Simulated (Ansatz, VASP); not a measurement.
Two plane-wave programs on GaP

```xyz
2
Lattice="0.0000 2.7196 2.7196 2.7196 0.0000 2.7196 2.7196 2.7196 0.0000" Properties=species:S:1:pos:R:3 pbc="T T T"
Ga    0.0000    0.0000    0.0000
P     1.3598    1.3598    1.3598
```

Alike in both runs: functional PBEsol; k mesh 10 × 10 × 10; occupations gaussian, width 0.02 eV; no spin polarisation.

Ansatz relaxed the structure, and its values are those at the end. VASP's run is a single point on that final structure, the one shown.

|  | VASP | Ansatz |
| --- | --- | --- |
| version | VASP 6.6.1 | Ansatz 0.2.0 |
| potentials or method | VASP PAW PBE potentials, release 64 (Ga_d, P), cutoff 500 eV | scalar-relativistic, plane waves, PAW |
| valence electrons in the cell | 18 | 18 |

```tsv
	VASP	Ansatz	Ansatz less VASP
gap on the k mesh at the Fermi level (eV)	1.47	1.47	-0.001
least direct gap on the mesh (eV)	1.80	1.79	-0.007
pressure (GPa)	-0.1	0.0	+0.12
```

VASP's potentials were made for PBE, not for PBEsol, and Ansatz warns of the same on its side. With one functional, cell and mesh, what is left measures potentials, basis and numerics.
